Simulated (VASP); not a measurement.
# C (Fmmm) in VASP: a series of runs

Runs on C. Level: PBE. Tasks: single point, relaxation of cell and atoms.

All numbers are computed with VASP 6.6.1; they aren't measurements. Logs are shortened: lines on timing, memory, paths and dates and some standing lists are left out, and cuts for length are marked.

### Step 1. The cell of the first run

Symmetry: Fmmm, No. 69, orthorhombic system. The conventional cell has a = 2.467 Å, b = 4.272 Å, c = 8.739 Å, α = 90.00°, β = 90.00°, γ = 90.00°. Within 1.9 Å of C (site symmetry m2m) lie 3 C at 1.42 Å.

### Step 2. Single point, PBE

Input file INCAR:

```
PREC = Accurate
ENCUT = 520
EDIFF = 1E-7
ISMEAR = -1
SIGMA = 0.15
LREAL = False
LASPH = True
NELM = 80
ALGO = Normal
ISIF = 2
LWAVE = False
LCHARG = True
GGA = PE
LELF = True
LVHAR = True
NBANDS = 16
```

Input file KPOINTS:

```
Automatic mesh
0
Gamma
  18 18 6
```

Input file POSCAR:

```
C
1.0
    1.2332793236     -2.1360613334      0.0000000000
    1.2332793236      2.1360613334      0.0000000000
    0.0000000000      0.0000000000      8.7390568432
C
4
Direct
    0.0833320963      0.9166679037      0.7500000000
    0.5833320963      0.4166679037      0.2500000000
    0.9166679037      0.0833320963      0.2500000000
    0.4166679037      0.5833320963      0.7500000000
```

Potentials or basis: VASP PAW PBE potentials, release 64 (C).

Command:

```sh
$ cat potpaw_PBE.64/C/POTCAR > POTCAR
$ mpirun -np 1 vasp_std > vasp.out
```

OUTCAR:

```text
PREC = Accurate
   ENCUT = 520
   EDIFF = 1E-7
   ISMEAR = -1
   LREAL = False
   LASPH = True
   NELM = 80
   ISIF = 2
   GGA = PE

 ion  position               nearest neighbor table
   1  0.083  0.917  0.750-   4 1.42   4 1.42   4 1.42
   2  0.583  0.417  0.250-   3 1.42   3 1.42   3 1.42
   3  0.917  0.083  0.250-   2 1.42   2 1.42   2 1.42
   4  0.417  0.583  0.750-   1 1.42   1 1.42   1 1.42

  LATTYP: Found a hexagonal cell.
 ALAT       =     2.4665586472
 C/A-ratio  =     3.5430160370

  Lattice vectors:

 A1 = (   2.4665586472,   0.0000000000,   0.0000000000)
 A2 = (  -1.2332793236,   2.1360613334,   0.0000000000)
 A3 = (   0.0000000000,   0.0000000000,   8.7390568432)

Analysis of symmetry for initial positions (statically):
=====================================================================
 Subroutine PRICEL returns following result:

  LATTYP: Found a face centered orthorhombic cell.
 ALAT       =     2.4665586472
 B/A-ratio  =     1.7320174696
 C/A-ratio  =     3.5430160370

  Lattice vectors:

 A1 = (   0.0000000000,  -2.1360613334,  -4.3695284216)
 A2 = (   1.2332793236,   0.0000000000,  -4.3695284216)
 A3 = (   1.2332793236,  -2.1360613334,   0.0000000000)

   2 primitive cells build up your supercell.

 Routine SETGRP: Setting up the symmetry group for a
 hexagonal supercell.

 Subroutine GETGRP returns: Found  8 space group operations
 (whereof  4 operations were pure point group operations)
 out of a pool of 24 trial point group operations.

The static configuration has the point symmetry C_2h.
 The point group associated with its full space group is D_2h.

Analysis of symmetry for dynamics (positions and initial velocities):
=====================================================================
 Subroutine PRICEL returns following result:

  LATTYP: Found a face centered orthorhombic cell.
 ALAT       =     2.4665586472
 B/A-ratio  =     1.7320174696
 C/A-ratio  =     3.5430160370

  Lattice vectors:

 A1 = (   0.0000000000,  -2.1360613334,  -4.3695284216)
 A2 = (   1.2332793236,   0.0000000000,  -4.3695284216)
 A3 = (   1.2332793236,  -2.1360613334,   0.0000000000)

   2 primitive cells build up your supercell.

 Routine SETGRP: Setting up the symmetry group for a
 hexagonal supercell.

 Subroutine GETGRP returns: Found  8 space group operations
 (whereof  4 operations were pure point group operations)
 out of a pool of 24 trial point group operations.

The dynamic configuration has the point symmetry C_2h.
 The point group associated with its full space group is D_2h.

 Subroutine INISYM returns: Found  8 space group operations
 (whereof  4 operations are pure point group operations),
 and found     2 'primitive' translations

----------------------------------------------------------------------------------------

                                     Primitive cell

  volume of cell :      23.0218

  direct lattice vectors                    reciprocal lattice vectors
     0.000000000 -2.136061333 -4.369528422    -0.405423160 -0.234075676 -0.114428824
     1.233279324  0.000000000 -4.369528422     0.405423160  0.234075676 -0.114428824
     1.233279324 -2.136061333  0.000000000     0.405423160 -0.234075676  0.114428824

  length of vectors
     4.863695781  4.540237496  2.466523041     0.481926671  0.481926671  0.481926671

  position of ions in fractional coordinates (direct lattice)
     0.333332096  0.166667904  0.833332096
     0.666667904  0.833332096  0.166667904

  ion indices of the primitive-cell ions
   primitive index   ion index
                 1           1
                 2           4

----------------------------------------------------------------------------------------

 KPOINTS: Automatic mesh

Automatic generation of k-mesh.
 Grid dimensions read from file:
 generate k-points for:   18   18    6

 Generating k-lattice:

  Cartesian coordinates                     Fractional coordinates (reciprocal lattice)
     0.022523509 -0.013004204  0.000000000     0.055555556  0.000000000  0.000000000
     0.022523509  0.013004204  0.000000000     0.000000000  0.055555556  0.000000000
     0.000000000  0.000000000  0.019071471     0.000000000  0.000000000  0.166666667

  Length of vectors
     0.026008033  0.026008033  0.019071471

  Shift w.r.t. Gamma in fractional coordinates (k-lattice)
     0.000000000  0.000000000  0.000000000

 Subroutine IBZKPT returns following result:
 ===========================================

 Found    364 irreducible k-points:

 Following reciprocal coordinates:
            Coordinates               Weight
  0.000000  0.000000  0.000000      1.000000
  0.055556  0.000000  0.000000      4.000000
  0.111111  0.000000  0.000000      4.000000
  0.166667  0.000000  0.000000      4.000000
  0.222222  0.000000  0.000000      4.000000
  0.277778  0.000000  0.000000      4.000000
[... 16 lines left out ...]
 -0.277778  0.055556  0.000000      4.000000
 -0.222222  0.055556  0.000000      4.000000
 [... further k-points ...]
   k-points           NKPTS =    364   k-points in BZ     NKDIM =    364   number of bands    NBANDS=     16
   number of dos      NEDOS =    301   number of ions     NIONS =      4
   total plane-waves  NPLWV =  22680
   dimension x,y,z NGX =    18 NGY =   18 NGZ =   70
   dimension x,y,z NGXF=    36 NGYF=   36 NGZF=  140
   ions per type =               4
   NGX,Y,Z   is equivalent  to a cutoff of  12.13, 12.13, 13.32 a.u.
   NGXF,Y,Z  is equivalent  to a cutoff of  24.26, 24.26, 26.63 a.u.
 SYSTEM =  unknown system
   PREC   = accura    normal or accurate (medium, high low for compatibility)
   ISTART =      0    job   : 0-new  1-cont  2-samecut
   ICHARG =      2    charge: 1-file 2-atom 10-const
   ISPIN  =      1    spin polarized calculation?
   LNONCOLLINEAR =      F non collinear calculations
   LSORBIT =      F    spin-orbit coupling
   LASPH  =      T    aspherical Exc in radial PAW
   ENCUT  =  520.0 eV  38.22 Ry    6.18 a.u.   4.59  4.59 16.25*2*pi/ulx,y,z
   NELM   =     80;   NELMIN=  2; NELMDL= -5     # of ELM steps
   EDIFF  = 0.1E-06   stopping-criterion for ELM
   LREAL  =      F    real-space projection
   EDIFFG = 0.1E-05   stopping-criterion for IOM
   NSW    =      0    number of steps for IOM
   IBRION =     -1    ionic relax: 0-MD 1-quasi-New 2-CG
   NFREE  =      0    steps in history (QN), initial steepest desc. (CG)
   ISIF   =      2    stress and relaxation
   ISYM   =      2    0-nonsym 1-usesym 2-fastsym
   POTIM  = 0.5000    time-step for ionic-motion
   TEBEG  =    0.0;   TEEND  =   0.0 temperature during run
   PSTRESS=    0.0 pullay stress
   NELECT =      16.0000    total number of electrons
   NUPDOWN=      -1.0000    fix difference up-down
   EMIN   =  10.00;   EMAX   =-10.00  energy-range for DOS
   EFERMI =   0.00;   METHOD = LEGACY
   ISMEAR =    -1;   SIGMA  =   0.15  broadening in eV -4-tet -1-fermi 0-gaus
   EFERMI_NEDOS =   21; number of points for ismear=-14 and -15
   IALGO  =     38    algorithm
   IMIX   =      4    mixing-type and parameters
     AMIX     =   0.40;   BMIX     =  1.00
     AMIX_MAG =   1.60;   BMIX_MAG =  1.00
  volume/ion in A,a.u.               =      11.51        77.68
  Fermi-wavevector in a.u.,A,eV,Ry     =   1.150955  2.174989 18.023595  1.324697
  Thomas-Fermi vector in A             =   2.287615
   LORBIT       =      0    0 simple, 1 ext, 2 COOP (PROOUT), +10 PAW based schemes
   GGA     = PE    functional components
   LHFCALC =     F    Hartree Fock is set to
   AEXX    =    0.0000 exact exchange contribution
   IVDW    =     0    specifies the selected vdW correction
   LEPSILON=     F    determine dielectric tensor
   LRPA    =     F    only Hartree local field effects (RPA)
 non-spin polarized calculation
  energy-cutoff  :      520.00
  volume of cell :       46.04
 maximum number of plane-waves:      1266
   NGX =  9   NGY =  9   NGZ = 33

 number of electron      15.9999998 magnetization

 Free energy of the ion-electron system (eV)
  ---------------------------------------------------
  ext. energy  EPLUGINS =         0.00000000
  ---------------------------------------------------
  free energy    TOTEN  =       -36.90817092 eV

  energy without entropy =      -36.90222682  energy(sigma->0) =      -36.90519887

 E-fermi :   2.6216     XC(G=0):  -8.5691

 val. band max:        2.6041247282   @ k =   0.3333   0.3333   0.3333
 cond. band min:       2.6220451028   @ k =   0.3333   0.3333   0.5000
 fundamental gap:      0.0179203746
 Fermi energy:         2.6215984242

 k-point     1 :       0.0000    0.0000    0.0000
  band No.  band energies     occupation
      1     -16.9066      2.00000
      2     -16.8788      2.00000
      3      -5.1891      2.00000
      4      -4.7807      2.00000
      5      -0.4228      2.00000
      6      -0.4219      2.00000
[... 8 lines left out ...]
     15      12.5007      0.00000
     16      14.0337      0.00000

 k-point     2 :       0.0556    0.0000    0.0000
  band No.  band energies     occupation
      1     -16.8336      2.00000
      2     -16.8060      2.00000
      3      -5.1013      2.00000
      4      -4.6945      2.00000
      5      -0.7203      2.00000
      6      -0.7188      2.00000
[... 8 lines left out ...]
     15      12.6018      0.00000
     16      13.7779      0.00000

 k-point     3 :       0.1111    0.0000    0.0000
  band No.  band energies     occupation
      1     -16.6150      2.00000
      2     -16.5878      2.00000
      3      -4.8387      2.00000
      4      -4.4369      2.00000
      5      -1.5381      2.00000
      6      -1.5356      2.00000
[... 8 lines left out ...]
     15      12.8896      0.00000
     16      13.0477      0.00000
[... 362 lines left out ...]
 k-point    23 :      -0.2778    0.0556    0.0000
  band No.  band energies     occupation
      1     -15.3866      2.00000
      2     -15.3622      2.00000
      3      -4.8175      2.00000
      4      -4.8113      2.00000
      5      -3.3820      2.00000
      6      -3.0116      2.00000
[... 8 lines left out ...]
     15      14.3435      0.00000
     16      15.5086      0.00000

 k-point    24 :      -0.2222    0.0556    0.0000
  band No.  band energies     occupation
      1     -15.9623      2.00000
      2     -15.9366      2.00000
      3      -4.0602      2.00000
      4      -3.6742      2.00000
      5      -3.4265      2.00000
      6      -3.4224      2.00000
[... 8 lines left out ...]
     15      13.6627      0.00000
     16      13.9676      0.00000

 [... further k-points ...]

------------------------ aborting loop because EDIFF is reached ----------------------------------------

  FORCE on cell =-STRESS in cart. coord.  units (eV):
  Direction    XX          YY          ZZ          XY          YZ          ZX
  --------------------------------------------------------------------------------------
  -------------------------------------------------------------------------------------
  Total        0.1557820      0.1558119     -0.0150912      0.0000000      0.0000000      0.0000000
  in kB        5.4207350      5.4217764     -0.5251258      0.0000000      0.0000000      0.0000000
  external PRESSURE =       3.4391285 kB  Pullay stress =       0.0000000 kB

 VOLUME and BASIS-vectors are now :
 -----------------------------------------------------------------------------
  energy-cutoff  :      520.00
  volume of cell :       46.04
      direct lattice vectors                 reciprocal lattice vectors
     1.233279324 -2.136061333  0.000000000     0.405423160 -0.234075676  0.000000000
     1.233279324  2.136061333  0.000000000     0.405423160  0.234075676  0.000000000
     0.000000000  0.000000000  8.739056843     0.000000000  0.000000000  0.114428824

 POSITION                                       TOTAL-FORCE (eV/Angst)
 -----------------------------------------------------------------------------------
      1.23328      1.78006      6.55429         0.000000     -0.000011      0.000000
      1.23328     -0.35600      2.18476         0.000000     -0.000011     -0.000000
      1.23328     -1.78006      2.18476         0.000000      0.000011      0.000000
      1.23328      0.35600      6.55429         0.000000      0.000011      0.000000
 -----------------------------------------------------------------------------------
    total drift:                                0.000000     -0.000000     -0.000000

  FREE ENERGIE OF THE ION-ELECTRON SYSTEM (eV)
  ---------------------------------------------------
  free  energy   TOTEN  =       -36.9081709236 eV

  energy  without entropy=      -36.9022268222  energy(sigma->0) =      -36.90519887
```

Run time: 3.1 min. Hardware: 1 thread of Intel Xeon 8259CL, shared host; peak memory 0.3 GiB.

Results:

| Property | Result |
| --- | --- |
| Free energy | -36.9082 eV |
| Pressure | 0.3 GPa |
| Band gap on the k mesh | zero (filled and empty bands touch) |

Levels at points of the mesh, in eV from the Fermi level:
```tsv
k point	band 6	band 7	band 8	band 9	band 10	band 11
(0.00, 0.00, 0.00)	-3.04	-3.04	-3.04	3.02	6.11	8.30
(0.50, 0.00, 0.00)	-6.42	-2.36	-2.36	1.69	1.69	7.36
(0.50, 0.50, 0.00)	-6.42	-2.48	-2.24	1.50	1.87	7.34
(0.00, 0.00, 0.50)	-3.04	-3.04	-3.04	4.19	4.19	8.30
(0.50, 0.00, 0.50)	-6.42	-2.36	-2.36	1.67	1.67	7.36
(0.50, 0.50, 0.50)	-6.42	-2.36	-2.36	1.68	1.68	7.36
```

Caveat: this functional lacks dispersion, which binds layers or chains, so the pressure and a relaxed spacing across them are unreliable.

### Step 3. Relaxation of cell and atoms, PBE

This run uses another cell than the first one, of 11.23 Å³/atom.

Input file INCAR:

```
ALGO     = Normal         # electronic algorithm
EDIFF    = 1E-7           # SCF threshold, eV
EDIFFG   = -0.001         # ionic threshold
ENCUT    = 600            # plane-wave cutoff, eV
GGA      = PE             # functional
IBRION   = 2              # ionic algorithm
ISIF     = 3              # what is computed and relaxed
ISMEAR   = -1             # smearing method
LASPH    = True           # aspherical terms in the spheres
LCHARG   = False          # write CHGCAR
LREAL    = False          # projectors in reciprocal space
LWAVE    = False          # write WAVECAR
NELM     = 100            # most SCF steps
NSW      = 80             # ionic steps
PREC     = Accurate       # precision mode
SIGMA    = 0.15           # smearing width, eV
```

Input file KPOINTS:

```
k-points
0
Gamma
  18 18 6
```

Input file POSCAR:

```
C
1.0
    1.2332883510     -2.1360411201      0.0000000000
    1.2332883510      2.1360411201      0.0000000000
    0.0000000000      0.0000000000      8.5275579303
C
4
Direct
    0.0833317940      0.9166682060      0.7500000000
    0.5833317940      0.4166682060      0.2500000000
    0.9166682060      0.0833317940      0.2500000000
    0.4166682060      0.5833317940      0.7500000000
```

Potentials or basis: VASP PAW PBE potentials, release 64 (C).

Command:

```sh
$ cat potpaw_PBE.64/C/POTCAR > POTCAR
$ mpirun -np 1 vasp_std > vasp.out
```

It took 49 min on 1 thread of Intel Xeon 8259CL, shared host; peak memory 0.36 GiB.

It converged, with:

```yaml
Free_energy: -36.9195 eV
Relaxed_volume: 10.52 Å³/atom
Relaxed_cell: a = 2.467 Å, b = 2.467 Å, c = 7.987 Å, α = 90.00°, β = 90.00°, γ = 120.00°
Space_group_after_relaxing_to_0.1_Å: Fmmm (No. 69)
Energy_gained_by_relaxing: 0.5 meV/atom
Ionic_steps: 40
Pressure_after_relaxing: 0.0 GPa
Band_gap_on_the_k_mesh: zero (filled and empty bands touch)
```

Step by step:
```
step  energy change (eV)  largest force (eV/Å)  pressure (GPa)  volume (Å³)
   1              0.0000                0.0001            0.02        44.93
   2              0.0000                0.0006           -0.27        44.94
   3              0.0000                0.0003           -0.15        44.94
   4             -0.0001                0.0002           -0.13        44.91
   5             -0.0002                0.0020           -0.10        44.82
   6             -0.0004                0.0055           -0.06        44.64
   7             -0.0008                0.0126            0.05        44.28
   8             -0.0014                0.0268            0.29        43.56
   9             -0.0017                0.0555            0.82        42.13
  10             -0.0017                0.0465            0.65        42.57
  11             -0.0017                0.0452            0.65        42.56
  12             -0.0018                0.0412            0.61        42.53
  13             -0.0019                0.0333            0.56        42.46
  14             -0.0020                0.0176            0.46        42.32
  15             -0.0021                0.0138            0.21        42.05
  16             -0.0021                0.0179            0.18        42.01
  17             -0.0021                0.0150            0.19        42.04
  18             -0.0021                0.0167            0.19        42.03
  19             -0.0021                0.0093            0.15        42.04
  20             -0.0021                0.0094            0.05        42.07
  21             -0.0021                0.0109            0.05        42.07
  22             -0.0021                0.0067            0.02        42.07
  23             -0.0021                0.0010           -0.01        42.08
  24             -0.0021                0.0002            0.00        42.08
  25             -0.0021                0.0022            0.02        42.08
  26             -0.0021                0.0021            0.02        42.08
  27             -0.0021                0.0021            0.02        42.08
  28             -0.0021                0.0021            0.02        42.08
  29             -0.0021                0.0022            0.03        42.08
  30             -0.0021                0.0012            0.03        42.08
  31             -0.0021                0.0013            0.01        42.08
  32             -0.0021                0.0020            0.02        42.08
  33             -0.0021                0.0036            0.01        42.09
  34             -0.0021                0.0030            0.01        42.09
  35             -0.0021                0.0025            0.01        42.09
  36             -0.0021                0.0022            0.01        42.08
  37             -0.0021                0.0013            0.01        42.09
  38             -0.0021                0.0021           -0.01        42.09
  39             -0.0021                0.0011           -0.01        42.09
  40             -0.0021                0.0000            0.00        42.09
```

Final structure:
```
CELL_PARAMETERS angstrom
1.23338 -2.13610 0.00000
1.23338 2.13610 0.00000
0.00000 0.00000 7.98750
ATOMIC_POSITIONS crystal
C 0.08333 0.91667 0.75000
C 0.58333 0.41667 0.25000
C 0.91667 0.08333 0.25000
C 0.41667 0.58333 0.75000
```

Levels at points of the mesh, in eV from the Fermi level:
```tsv
k point	band 5	band 6	band 7	band 8	band 9	band 10	band 11	band 12
(0.00, 0.00, 0.00)	-3.04	-3.04	-3.04	-3.04	3.30	7.25	8.30	8.30
(0.50, 0.00, 0.00)	-6.41	-6.41	-2.37	-2.37	1.71	1.71	7.36	7.36
(0.50, 0.50, 0.00)	-6.42	-6.41	-2.59	-2.12	1.37	2.00	7.31	7.41
(0.00, 0.00, 0.50)	-3.04	-3.04	-3.04	-3.04	4.84	4.84	8.31	8.31
(0.50, 0.00, 0.50)	-6.41	-6.41	-2.36	-2.36	1.67	1.67	7.36	7.36
(0.50, 0.50, 0.50)	-6.42	-6.42	-2.36	-2.36	1.67	1.67	7.36	7.36
```

Caveat: this functional lacks dispersion, which binds layers or chains, so the pressure and a relaxed spacing across them are unreliable.

The gap in the log of VASP goes by the Fermi energy; the results here count the filled bands.